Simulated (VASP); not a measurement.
A run of VASP 6.6.1:

File INCAR:

```
ALGO     = Normal         # electronic algorithm
EDIFF    = 1E-6           # SCF threshold, eV
ENCUT    = 500            # plane-wave cutoff, eV
GGA      = PS             # functional
GGA_COMPAT= False        
ISIF     = 2              # what is computed and relaxed
ISMEAR   = -1             # smearing method
LASPH    = True           # aspherical terms in the spheres
LCHARG   = True           # write CHGCAR
LELF     = True           # ELF
LREAL    = False          # projectors in reciprocal space
LVHAR    = True         
LWAVE    = False          # write WAVECAR
NBANDS   = 15             # bands
NELM     = 120            # most SCF steps
PREC     = Accurate       # precision mode
SIGMA    = 0.05           # smearing width, eV
```

Contents of KPOINTS:

```
k-points
0
Gamma
  4 4 4
```

The input POSCAR:

```
RbCl
1.0
    0.0000000000      3.3057264139      3.3057264139
    3.3057264139      0.0000000000      3.3057264139
    3.3057264139      3.3057264139      0.0000000000
Rb Cl
1 1
Direct
    0.0000000000      0.0000000000      0.0000000000
    0.5000000000      0.5000000000      0.5000000000
```

Potentials or basis: VASP PAW PBE potentials, release 64 (Rb_sv, Cl).

The run is started by

```console
$ cat potpaw_PBE.64/Rb_sv/POTCAR potpaw_PBE.64/Cl/POTCAR > POTCAR
$ mpirun -np 1 vasp_std > vasp.out
```

Hardware: 1 thread of Intel Xeon 8259CL (shared host).

Question: Estimate the wall time of this run.

Answer: It took 20 s on 1 thread of Intel Xeon 8259CL, on a shared host, peak memory 0.2 GiB. Counts: scf iterations 13, k points 8.
